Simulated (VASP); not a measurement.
Input of a VASP 6.6.1 run:

INCAR

```
PREC = Accurate ; ENCUT = 520
EDIFF = 1E-6 ; ISMEAR = 0
SIGMA = 0.05 ; LREAL = False
LASPH = True ; NELM = 100
ALGO = Normal ; ISIF = 2
LWAVE = False ; LCHARG = False
GGA = PS ; NBANDS = 24
```

Contents of KPOINTS:

```
regular mesh
0
Gamma
  9 9 2
```

Contents of POSCAR:

```
LiH
1.0
    1.9895719486     -1.9895719486      0.0000000000
    1.9895719486      0.0000000000     -1.9895719486
    8.6216110819      7.6266261504      7.6266261504
Li H
6 6
Direct
    0.9235930550     -0.0764069450      0.4583500000
    0.2847097217      0.2847097217      0.2916833333
    0.5624763883      0.5624763883      0.6250166667
    0.8402430550      0.8402430550      0.9583500000
    0.2013597217      0.2013597217      0.7916833333
    0.6458263883      0.6458263883      0.1250166667
    0.6041513883      0.6041513883      0.3750166667
   -0.0347319450     -0.0347319450      0.2083500000
    0.2430347217      0.2430347217      0.5416833333
    0.5208013883      0.5208013883      0.8750166667
    0.8819180550      0.8819180550      0.7083500000
    0.3263847217      0.3263847217      0.0416833333
```

Potentials or basis: VASP PAW PBE potentials, release 64 (Li_sv, H).

The run is started by

```console
$ cat potpaw_PBE.64/Li_sv/POTCAR potpaw_PBE.64/H/POTCAR > POTCAR
$ mpirun -np 1 vasp_std > vasp.out
```

Problem. Predict the band gap on the k mesh.

Solution. 2.58 eV (least direct gap 2.89 eV).

Problem. What does it give for the largest force?

Solution. 0.416 eV/Å.

Forces on the atoms (eV/Å):
```
Li  -0.008 -0.007 -0.007
Li  -0.009 -0.007 -0.007
Li  -0.010 -0.005 -0.005
Li  -0.115 -0.282 -0.282
Li  -0.047 -0.020 -0.020
Li  -0.016  0.149  0.149
H    0.009  0.007  0.007
H    0.010  0.007  0.007
H    0.011  0.006  0.006
H    0.106 -0.125 -0.125
H    0.027  0.000  0.000
H    0.043  0.278  0.278
```

Caveat: the cell differs from its parent crystal (the part above a cut slid along it); the PAW data sets were made with another functional, which shifts forces and pressure a little. A k mesh can miss the band edges.
